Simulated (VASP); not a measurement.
# V: single point with PBEsol

The system is V.

```xyz
1
Lattice="-1.3488 1.3488 1.3488 1.3488 -1.3488 1.3488 1.3488 1.3488 -1.3488" Properties=species:S:1:pos:R:3 pbc="T T T"
V     0.0000    0.0000    0.0000
```

| Item | Value |
| --- | --- |
| Program | VASP 6.6.1 |
| Task | single point |
| Functional | PBEsol |
| Potentials or basis | VASP PAW PBE potentials, release 64 (V_sv) |
| Cutoff | 520 eV |
| k mesh | 22 × 22 × 22 |
| Occupations | gaussian, width 0.1 eV |
| Spin | no spin polarisation |
| Dipole correction | no |
| Further INCAR settings | ALGO = Normal; EDIFF = 1e-07; NBANDS = 12 |

```
Pressure               : 91.4 GPa
Band gap on the k mesh : zero (an odd number of electrons rules out a gap without spin polarisation)
```

Levels at points of the mesh, in eV from the Fermi level:
| k point | band 2 | band 3 | band 4 | band 5 | band 6 | band 7 | band 8 | band 9 | band 10 | band 11 |
| --- | --- | --- | --- | --- | --- | --- | --- | --- | --- | --- |
| (0.00, 0.00, 0.00) | -35.86 | -35.86 | -35.86 | -6.95 | 0.36 | 0.36 | 0.36 | 3.32 | 3.32 | 22.93 |
| (0.50, 0.00, 0.00) | -38.21 | -36.55 | -35.90 | -4.49 | -2.01 | 3.36 | 3.46 | 3.97 | 6.12 | 14.86 |
| (0.50, 0.50, 0.50) | -37.39 | -37.39 | -37.39 | -4.88 | -4.88 | 5.48 | 5.48 | 5.48 | 13.75 | 13.75 |

Wall time 40 s on 1 thread of Intel Xeon 8259CL (shared host), peak memory 0.15 GiB.

Caveat: the cell stands under pressure; the PAW data sets were made with another functional, which shifts forces and pressure a little.
